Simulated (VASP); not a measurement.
Wanted: the native input for a VASP 6.6.1 run.

* Task: single point
* Functional: RPBE
* Dispersion: D3(BJ)
* Potentials or basis: VASP PAW PBE potentials, release 64 (Hf_pv, B)
* Cutoff: 520 eV
* k mesh: 10 × 10 × 10
* Occupations: fermi-dirac, width 0.025 eV
* Spin: no spin polarisation
* Hubbard terms: Hf d U = 3.0 eV
* Dipole correction: no
* Further INCAR settings: ALGO = Normal; EDIFF = 1e-06; NBANDS = 14

The structure of HfB lies in POSCAR:

```
HfB
1.0
    0.0000000000      2.3100000000      2.3100000000
    2.3100000000      0.0000000000      2.3100000000
    2.3100000000      2.3100000000      0.0000000000
Hf B
1 1
Direct
    0.5000000000      0.5000000000      0.5000000000
    0.0000000000      0.0000000000      0.0000000000
```

The input as run:

INCAR

```
SYSTEM = HfB
ALGO = Normal
EDIFF = 1E-6
ENCUT = 520
GGA = RP
ISIF = 2
ISMEAR = -1
IVDW = 12
LASPH = .TRUE.
LCHARG = .TRUE.
LDAU = .TRUE.
LDAUJ = 0 0
LDAUL = 2 -1
LDAUPRINT = 1
LDAUTYPE = 2
LDAUU = 3 0
LELF = .TRUE.
LMAXMIX = 4
LREAL = .FALSE.
LVHAR = .TRUE.
LWAVE = .FALSE.
NBANDS = 14
NELM = 150
PREC = Accurate
SIGMA = 0.025
```

KPOINTS

```
k-points
0
G
  10 10 10
  0 0 0
```

Potentials or basis: VASP PAW PBE potentials, release 64 (Hf_pv, B).

Run with:

```bash
$ cat potpaw_PBE.64/Hf_pv/POTCAR potpaw_PBE.64/B/POTCAR > POTCAR
$ mpirun -np 1 vasp_std > vasp.out
```

Results of the run:

* Pressure: 11.2 GPa
* Dispersion energy per atom: -2.563 eV

Caveat: the PAW data sets were made with another functional, which shifts forces and pressure a little; U without spin polarisation on a metal has little footing; pairwise dispersion overbinds metals, which lowers pressure and volume; the U is typed as a test and isn't derived for this compound.

Wall time 15 s on 1 thread of AMD EPYC 7R13 Processor (Zen 3), with other jobs on the host, peak memory 0.13 GiB.
